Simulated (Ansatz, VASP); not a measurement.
# Ta: VASP beside Ansatz

The input POSCAR:

```
Ta
1.0
   -1.6533592789      1.6533592789      1.6533592789
    1.6533592789     -1.6533592789      1.6533592789
    1.6533592789      1.6533592789     -1.6533592789
Ta
1
Direct
    0.0000000000      0.0000000000      0.0000000000
```

File INCAR.step1:

```
SYSTEM = Ta
PREC = Accurate ; ENCUT = 520
ISMEAR = -1 ; SIGMA = 0.1
LREAL = .False. ; LASPH = .True.
NELM = 60 ; NBANDS = 12
GGA = PE ; ALGO = Normal
EDIFF = 1E-4 ; LWAVE = .True.
LCHARG = .False.
```

Contents of INCAR.step2:

```
SYSTEM = Ta
PREC = Accurate ; ENCUT = 520
EDIFF = 1E-7 ; ISMEAR = -1
SIGMA = 0.1 ; LREAL = .False.
LASPH = .True. ; NELM = 60
ALGO = Normal ; ISIF = 2
LWAVE = .False. ; LCHARG = .False.
METAGGA = R2SCAN ; LMIXTAU = .True.
NBANDS = 12 ; ISTART = 1
```

Contents of KPOINTS:

```
Automatic mesh
0
Gamma
  13 13 13
  0 0 0
```

Input for Ansatz:

```yaml
crystal:
  lattice:
    - [-1.6533592789, 1.6533592789, 1.6533592789]
    - [1.6533592789, -1.6533592789, 1.6533592789]
    - [1.6533592789, 1.6533592789, -1.6533592789]
  atoms:
    - { symbol: Ta, position: [0.0, 0.0, 0.0] }
hamiltonian:
  xc: r2scan
  pseudopotentials:
    kind: paw
    azcp:
      Ta: "pseudopotentials/Ta.paw.azcp"
basis:
  ecutwfc: 500
  fft_grid_basis: typed
kpoints:
  mp_grid: { grid: [13, 13, 13], shift: [0, 0, 0] }
magnetization:
  spin_polarized: false
scf:
  occupations: { method: fermi_dirac, width: 0.1 }
  lower_state_search: "off"
output:
  stress: true
```

Alike in both runs: task single point; functional r2SCAN; k mesh 13 × 13 × 13; occupations fermi-dirac, width 0.1 eV; no spin polarisation.

|  | VASP | Ansatz |
| --- | --- | --- |
| version | VASP 6.6.1 | Ansatz 0.2.0 |
| potentials or method | VASP PAW PBE potentials, release 64 (Ta_pv), cutoff 520 eV | plane waves (500 eV) with PAW, scalar-relativistic |
| valence electrons in the cell | 11 | 13 |

Ansatz gave:

```
pressure (GPa) : 0.0
```

Problem. Estimate VASP's values.

Solution. Pressure (GPa): 0.6.

VASP's potentials were made for PBE, not for r2SCAN. VASP's potentials hold 11 valence electrons a cell and Ansatz's 13, so a difference there can come from the potentials and not from the codes.

Spin-orbit coupling is off throughout.
